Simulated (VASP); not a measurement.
A run of VASP 6.6.1 is set up as follows.

File INCAR:

```
PREC = Accurate
ENCUT = 520
EDIFF = 1E-6
ISMEAR = -1
SIGMA = 0.05
LREAL = F
LASPH = T
NELM = 60
ALGO = Normal
ISIF = 2
LWAVE = F
LCHARG = T
GGA = PS
LELF = T
LVHAR = T
NBANDS = 18
```

The input KPOINTS:

```
Automatic mesh
0
Gamma
  6 6 6
```

File POSCAR:

```
YZn
1.0
    0.0000000000      2.9629870000      2.9629870000
    2.9629870000      0.0000000000      2.9629870000
    2.9629870000      2.9629870000      0.0000000000
Y Zn
1 1
Direct
    0.0000000000      0.0000000000      0.0000000000
    0.5000000000      0.5000000000      0.5000000000
```

Potentials or basis: VASP PAW PBE potentials, release 64 (Y_sv, Zn).

Launch:

```bash
$ cat potpaw_PBE.64/Y_sv/POTCAR potpaw_PBE.64/Zn/POTCAR > POTCAR
$ mpirun -np 1 vasp_std > vasp.out
```

Task: Predict the pressure.

Result: -2.6 GPa.

Caveat: the PAW data sets were made with another functional, which shifts forces and pressure a little.
